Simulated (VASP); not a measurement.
# ZrC (Fm-3m) in VASP: single point with PBE+U

Aim: the single point of ZrC with PBE+U.

Program: VASP 6.6.1. These are calculated values, not measurements. Logs are shortened: lines on timing, memory, paths and dates and some standing lists are left out, and cuts for length are marked.

### Step 1. The cell of the first run

It takes space group Fm-3m (No. 225, cubic). Conventional cell: a = 4.765 Å, b = 4.765 Å, c = 4.765 Å, α = 90.00°, β = 90.00°, γ = 90.00°. Within 3.1 Å of Zr (site symmetry m-3m) lie 6 C at 2.38 Å. Within 3.1 Å of C (site symmetry m-3m) lie 6 Zr at 2.38 Å.

### Step 2. Single point, PBE+U

INCAR

```
SYSTEM = ZrC
PREC = Accurate ; ENCUT = 1300
EDIFF = 1E-6 ; ISMEAR = -1
SIGMA = 0.1 ; LREAL = .FALSE.
LASPH = .TRUE. ; NELM = 200
ALGO = Normal ; ISIF = 2
LWAVE = .FALSE. ; LCHARG = .TRUE.
LMAXMIX = 4 ; LDAU = .TRUE.
LDAUTYPE = 2 ; LDAUL = 2 -1
LDAUU = 5 0 ; LDAUJ = 0 0
LDAUPRINT = 1 ; GGA = PE
LELF = .TRUE. ; LVHAR = .TRUE.
NBANDS = 15 ; GGA_COMPAT = .FALSE.
```

KPOINTS

```
Automatic mesh
0
G
  7 7 7
  0 0 0
```

POSCAR

```
ZrC
1.0
    0.0000000000      2.3824363514      2.3824363514
    2.3824363514      0.0000000000      2.3824363514
    2.3824363514      2.3824363514      0.0000000000
Zr C
1 1
Direct
    0.0000000000      0.0000000000      0.0000000000
    0.5000000000      0.5000000000      0.5000000000
```

Potentials or basis: VASP PAW PBE potentials, release 64 (Zr_sv, C_h).

Run with:

```console
> cat potpaw_PBE.64/Zr_sv/POTCAR potpaw_PBE.64/C_h/POTCAR > POTCAR
> mpirun -np 1 vasp_std > vasp.out
```

OUTCAR:

```text
SYSTEM = ZrC
   PREC = Accurate
   ENCUT = 1300
   EDIFF = 1E-6
   ISMEAR = -1
   LREAL = .FALSE.
   LASPH = .TRUE.
   NELM = 200
   ISIF = 2
   GGA = PE

 ion  position               nearest neighbor table
   1  0.000  0.000  0.000-   2 2.38   2 2.38   2 2.38   2 2.38   2 2.38   2 2.38
   2  0.500  0.500  0.500-   1 2.38   1 2.38   1 2.38   1 2.38   1 2.38   1 2.38

  LATTYP: Found a face centered cubic cell.
 ALAT       =     4.7648727028

  Lattice vectors:

 A1 = (   0.0000000000,   2.3824363514,   2.3824363514)
 A2 = (   2.3824363514,   0.0000000000,   2.3824363514)
 A3 = (   2.3824363514,   2.3824363514,   0.0000000000)

Analysis of symmetry for initial positions (statically):
=====================================================================
 Subroutine PRICEL returns:
 Original cell was already a primitive cell.

 Routine SETGRP: Setting up the symmetry group for a
 face centered cubic supercell.

 Subroutine GETGRP returns: Found 48 space group operations
 (whereof 48 operations were pure point group operations)
 out of a pool of 48 trial point group operations.

The static configuration has the point symmetry O_h .

Analysis of symmetry for dynamics (positions and initial velocities):
=====================================================================
 Subroutine PRICEL returns:
 Original cell was already a primitive cell.

 Routine SETGRP: Setting up the symmetry group for a
 face centered cubic supercell.

 Subroutine GETGRP returns: Found 48 space group operations
 (whereof 48 operations were pure point group operations)
 out of a pool of 48 trial point group operations.

The dynamic configuration has the point symmetry O_h .

 Subroutine INISYM returns: Found 48 space group operations
 (whereof 48 operations are pure point group operations),
 and found     1 'primitive' translations

----------------------------------------------------------------------------------------

                                     Primitive cell

  volume of cell :      27.0454

  direct lattice vectors                    reciprocal lattice vectors
     0.000000000  2.382436351  2.382436351    -0.209869195  0.209869195  0.209869195
     2.382436351  0.000000000  2.382436351     0.209869195 -0.209869195  0.209869195
     2.382436351  2.382436351  0.000000000     0.209869195  0.209869195 -0.209869195

  length of vectors
     3.369273800  3.369273800  3.369273800     0.363504109  0.363504109  0.363504109

  position of ions in fractional coordinates (direct lattice)
     0.000000000  0.000000000  0.000000000
     0.500000000  0.500000000  0.500000000

  ion indices of the primitive-cell ions
   primitive index   ion index
                 1           1
                 2           2

----------------------------------------------------------------------------------------

 KPOINTS: Automatic mesh

Automatic generation of k-mesh.
 Grid dimensions read from file:
 generate k-points for:    7    7    7

 Generating k-lattice:

  Cartesian coordinates                     Fractional coordinates (reciprocal lattice)
    -0.029981314  0.029981314  0.029981314     0.142857143  0.000000000  0.000000000
     0.029981314 -0.029981314  0.029981314     0.000000000  0.142857143  0.000000000
     0.029981314  0.029981314 -0.029981314     0.000000000  0.000000000  0.142857143

  Length of vectors
     0.051929158  0.051929158  0.051929158

  Shift w.r.t. Gamma in fractional coordinates (k-lattice)
     0.000000000  0.000000000  0.000000000

 Subroutine IBZKPT returns following result:
 ===========================================
[... 39 lines left out ...]
   LSORBIT =      F    spin-orbit coupling
   LASPH  =      T    aspherical Exc in radial PAW
   ENCUT  = 1300.0 eV  95.55 Ry    9.77 a.u.   9.91  9.91  9.91*2*pi/ulx,y,z
   NELM   =    200;   NELMIN=  2; NELMDL= -5     # of ELM steps
   EDIFF  = 0.1E-05   stopping-criterion for ELM
   LREAL  =      F    real-space projection
   EDIFFG = 0.1E-04   stopping-criterion for IOM
   NSW    =      0    number of steps for IOM
   IBRION =     -1    ionic relax: 0-MD 1-quasi-New 2-CG
   NFREE  =      0    steps in history (QN), initial steepest desc. (CG)
   ISIF   =      2    stress and relaxation
   ISYM   =      2    0-nonsym 1-usesym 2-fastsym
   POTIM  = 0.5000    time-step for ionic-motion
   TEBEG  =    0.0;   TEEND  =   0.0 temperature during run
   PSTRESS=    0.0 pullay stress
   NELECT =      16.0000    total number of electrons
   NUPDOWN=      -1.0000    fix difference up-down
   EMIN   =  10.00;   EMAX   =-10.00  energy-range for DOS
   EFERMI =   0.00;   METHOD = LEGACY
   ISMEAR =    -1;   SIGMA  =   0.10  broadening in eV -4-tet -1-fermi 0-gaus
   EFERMI_NEDOS =   21; number of points for ismear=-14 and -15
   IALGO  =     38    algorithm
   IMIX   =      4    mixing-type and parameters
     AMIX     =   0.40;   BMIX     =  1.00
     AMIX_MAG =   1.60;   BMIX_MAG =  1.00
  volume/ion in A,a.u.               =      13.52        91.26
  Fermi-wavevector in a.u.,A,eV,Ry     =   1.374306  2.597062 25.697564  1.888718
  Thomas-Fermi vector in A             =   2.499745
   LORBIT       =      0    0 simple, 1 ext, 2 COOP (PROOUT), +10 PAW based schemes
 LDA+U is selected, type is set to LDAUTYPE =  2
   angular momentum for each species LDAUL =     2   -1
   U (eV)           for each species LDAUU =   5.0  0.0
   J (eV)           for each species LDAUJ =   0.0  0.0
   GGA     = PE    functional components
   LHFCALC =     F    Hartree Fock is set to
   AEXX    =    0.0000 exact exchange contribution
   IVDW    =     0    specifies the selected vdW correction
   LEPSILON=     F    determine dielectric tensor
   LRPA    =     F    only Hartree local field effects (RPA)
 non-spin polarized calculation
  energy-cutoff  :     1300.00
  volume of cell :       27.05
 maximum number of plane-waves:      2898
   NGX = 19   NGY = 19   NGZ = 19

atom =   1  type =  1  l = 2

 onsite density matrix

spin component  1

  0.0940  0.0000  0.0000  0.0000 -0.0000
  0.0000  0.0940 -0.0000 -0.0000  0.0000
  0.0000 -0.0000  0.1995 -0.0000  0.0000
  0.0000 -0.0000 -0.0000  0.0940  0.0000
 -0.0000  0.0000  0.0000  0.0000  0.1995

spin component  2

  0.0940  0.0000  0.0000  0.0000 -0.0000
  0.0000  0.0940 -0.0000 -0.0000  0.0000
  0.0000 -0.0000  0.1995 -0.0000  0.0000
  0.0000 -0.0000 -0.0000  0.0940  0.0000
 -0.0000  0.0000  0.0000  0.0000  0.1995

 occupancies and eigenvectors

  o =  0.0940  v =  1.0000  0.0000  0.0000  0.0000  0.0000  0.0000  0.0000  0.0000  0.0000  0.0000      0.0000  0.0000  0.0000  0.0000  0.0000  0.0000  0.0000  0.0000  0.0000  0.0000
  o =  0.0940  v =  0.0000  0.0000  0.0000  0.0000  0.0000  1.0000  0.0000  0.0000  0.0000  0.0000      0.0000  0.0000  0.0000  0.0000  0.0000  0.0000  0.0000  0.0000  0.0000  0.0000
  o =  0.0940  v =  0.0000 -0.9548 -0.0000 -0.2971  0.0000  0.0000  0.0000  0.0000  0.0000  0.0000      0.0000  0.0000  0.0000  0.0000  0.0000  0.0000  0.0000  0.0000  0.0000  0.0000
  o =  0.0940  v =  0.0000  0.0000  0.0000  0.0000  0.0000  0.0000 -0.9548 -0.0000 -0.2971  0.0000      0.0000  0.0000  0.0000  0.0000  0.0000  0.0000  0.0000  0.0000  0.0000  0.0000
  o =  0.0940  v =  0.0000  0.2971  0.0000 -0.9548  0.0000  0.0000  0.0000  0.0000  0.0000  0.0000      0.0000  0.0000  0.0000  0.0000  0.0000  0.0000  0.0000  0.0000  0.0000  0.0000
  o =  0.0940  v =  0.0000  0.0000  0.0000  0.0000  0.0000  0.0000  0.2971  0.0000 -0.9548  0.0000      0.0000  0.0000  0.0000  0.0000  0.0000  0.0000  0.0000  0.0000  0.0000  0.0000
  o =  0.1995  v =  0.0000 -0.0000  0.9998  0.0000 -0.0219  0.0000  0.0000  0.0000  0.0000  0.0000      0.0000  0.0000  0.0000  0.0000  0.0000  0.0000  0.0000  0.0000  0.0000  0.0000
  o =  0.1995  v =  0.0000  0.0000  0.0000  0.0000  0.0000  0.0000 -0.0000  0.9998  0.0000 -0.0219      0.0000  0.0000  0.0000  0.0000  0.0000  0.0000  0.0000  0.0000  0.0000  0.0000
  o =  0.1995  v =  0.0000  0.0000  0.0000  0.0000  0.0000  0.0000 -0.0000  0.0219  0.0000  0.9998      0.0000  0.0000  0.0000  0.0000  0.0000  0.0000  0.0000  0.0000  0.0000  0.0000
  o =  0.1995  v =  0.0000 -0.0000  0.0219  0.0000  0.9998  0.0000  0.0000  0.0000  0.0000  0.0000      0.0000  0.0000  0.0000  0.0000  0.0000  0.0000  0.0000  0.0000  0.0000  0.0000

 number of electron      16.0000000 magnetization

 Free energy of the ion-electron system (eV)
  ---------------------------------------------------
  ext. energy  EPLUGINS =         0.00000000
  ---------------------------------------------------
  free energy    TOTEN  =       -16.35269668 eV

  energy without entropy =      -16.34215109  energy(sigma->0) =      -16.34742388

 E-fermi :   9.8901     XC(G=0): -11.9675

 val. band max:        9.7205630312   @ k =   0.4286   0.4286   0.0000
 cond. band min:       9.8973126532   @ k =   0.1429   0.1429   0.0000
 fundamental gap:      0.1767496220
 Fermi energy:         9.8900775123

 k-point     1 :       0.0000    0.0000    0.0000
  band No.  band energies     occupation
      1     -39.4217      2.00000
      2     -17.1080      2.00000
      3     -17.1080      2.00000
      4     -17.1080      2.00000
      5      -1.4841      2.00000
      6      10.7549      0.00035
      7      10.7549      0.00035
      8      10.7549      0.00035
      9      11.6447      0.00000
     10      11.6447      0.00000
     11      11.6447      0.00000
     12      13.0366      0.00000
     13      13.0366      0.00000
     14      16.4670      0.00000
[... 329 lines left out ...]
      2     -17.5538      2.00000
      3     -17.5268      2.00000
      4     -17.3142      2.00000
      5       0.6311      2.00000
      6       6.8512      2.00000
      7       7.4602      2.00000
      8       7.9197      2.00000
      9      12.8359      0.00000
     10      14.1754      0.00000
     11      16.1168      0.00000
     12      17.0159      0.00000
     13      17.2651      0.00000
     14      22.2952      0.00000
     15      22.3056      0.00000

------------------------ aborting loop because EDIFF is reached ----------------------------------------

  FORCE on cell =-STRESS in cart. coord.  units (eV):
  Direction    XX          YY          ZZ          XY          YZ          ZX
  --------------------------------------------------------------------------------------
  -------------------------------------------------------------------------------------
  Total        0.9569984      0.9569984      0.9569984      0.0000000      0.0000000      0.0000000
  in kB       56.6927945     56.6927945     56.6927945      0.0000000      0.0000000      0.0000000
  external PRESSURE =      56.6927945 kB  Pullay stress =       0.0000000 kB

 VOLUME and BASIS-vectors are now :
 -----------------------------------------------------------------------------
  energy-cutoff  :     1300.00
  volume of cell :       27.05
      direct lattice vectors                 reciprocal lattice vectors
     0.000000000  2.382436351  2.382436351    -0.209869195  0.209869195  0.209869195
     2.382436351  0.000000000  2.382436351     0.209869195 -0.209869195  0.209869195
     2.382436351  2.382436351  0.000000000     0.209869195  0.209869195 -0.209869195

 POSITION                                       TOTAL-FORCE (eV/Angst)
 -----------------------------------------------------------------------------------
      0.00000      0.00000      0.00000        -0.000000     -0.000000      0.000000
      2.38244      2.38244      2.38244         0.000000      0.000000     -0.000000
 -----------------------------------------------------------------------------------
    total drift:                                0.000000     -0.000000     -0.000000

  FREE ENERGIE OF THE ION-ELECTRON SYSTEM (eV)
  ---------------------------------------------------
  free  energy   TOTEN  =       -16.3526966799 eV

  energy  without entropy=      -16.3421510895  energy(sigma->0) =      -16.34742388
```

Run time: 31 s. Hardware: 1 thread of AMD EPYC 7R13 (Zen 3), shared host; peak memory 0.22 GiB.

Results:

* Free energy: -16.3527 eV
* Pressure: 5.7 GPa
* Band gap on the k mesh: zero (bands 8 and 9 overlap by 1.18 eV)

Levels at points of the mesh, in eV from the Fermi level:
| k point | band 6 | band 7 | band 8 | band 9 | band 10 | band 11 |
| --- | --- | --- | --- | --- | --- | --- |
| (0.00, 0.00, 0.00) | 0.86 | 0.86 | 0.86 | 1.75 | 1.75 | 1.75 |

Eigenvalues of the final occupation matrices:
| site | spin | trace | eigenvalues |
| --- | --- | --- | --- |
| site 1 d | 1 | 0.68 | 0.09 0.09 0.09 0.20 0.20 |
| site 1 d | 2 | 0.68 | 0.09 0.09 0.09 0.20 0.20 |

Caveat: the cell stands under pressure; U without spin polarisation on a metal has little footing; the U is typed as a test and isn't derived for this compound.

The gap in the log of VASP goes by the Fermi energy; the results here count the filled bands.